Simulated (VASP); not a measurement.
Wanted: the native input for a VASP 6.6.1 run.

* Task: single point
* Functional: PBE
* Potentials or basis: VASP PAW PBE potentials, release 64 (O, H, Cl)
* Cutoff: 520 eV
* k mesh: 1 × 1 × 1
* Occupations: fermi-dirac, width 0.05 eV
* Spin: no spin polarisation
* Dipole correction: no
* Further INCAR settings: LREAL = Auto; ALGO = Normal; EDIFF = 1e-06; NBANDS = 44

The structure of H13ClO6 lies in POSCAR:

```
H13ClO6
1.0
    6.1357920000      0.0000000000      0.0000000000
    0.0000000000      6.1357920000      0.0000000000
    0.0000000000      0.0000000000      6.1357920000
O H Cl
6 13 1
Direct
    0.3966562100      0.6405204088      0.9233037887
    0.1538676670      0.0701783894      0.7935242916
    0.9111619168      0.7804045509      0.0725252747
    0.6316706955      0.1825029271      0.9454036252
    0.2886016997      1.0363128346      0.1947425858
    0.4969855562      0.8699121483      0.5606937132
    0.2474986114      0.5843255443      0.9153993486
    0.4210703362      0.7364004516      0.7971261086
    0.1750548258      0.2298480783      0.7532360941
   -0.0067472952      0.0644089630      0.7695176108
    0.7623139767      0.7293597958      0.0570912443
    0.9796779291      0.6447252449      0.1335931857
    0.5939412549      0.3414555122      0.9303444445
    0.5814571289      0.1263080626      0.8087138547
    0.4173707323      1.1021397075      0.1196911499
    0.1953619028      1.0431416189      0.0466443452
    0.3541515097      0.8430859455      0.5106594226
    0.5971682221      0.8664733094      0.4417522628
    1.1868557474      0.1682749350      0.3000753611
    1.0046298832      0.3224848561      0.4018715106
```

One way to write it, as run:

INCAR

```
SYSTEM = H13ClO6
PREC = Accurate
ENCUT = 520
EDIFF = 1E-6
ISMEAR = -1
SIGMA = 0.05
LREAL = Auto
LASPH = .TRUE.
NELM = 80
ALGO = Normal
ISIF = 2
LWAVE = .FALSE.
LCHARG = .FALSE.
GGA = PE
NBANDS = 44
```

KPOINTS

```
regular mesh
0
G
  1 1 1
  0 0 0
```

Potentials or basis: VASP PAW PBE potentials, release 64 (O, H, Cl).

Run with:

```console
$ cat potpaw_PBE.64/O/POTCAR potpaw_PBE.64/H/POTCAR potpaw_PBE.64/Cl/POTCAR > POTCAR
$ mpirun -np 1 vasp_gam > vasp.out
```

Results of the run:

```json
{
 "Pressure": "0.2 GPa",
 "Largest force": "2.136 eV/Å"
}
```

Caveat: the k points lie up to 1.02 Å⁻¹ apart, too coarse for converged energies, forces and pressures.

Wall time 10 s on 1 thread of AMD EPYC 9R45 96-Core Processor (Zen 5), with other jobs on the host, peak memory 0.26 GiB.
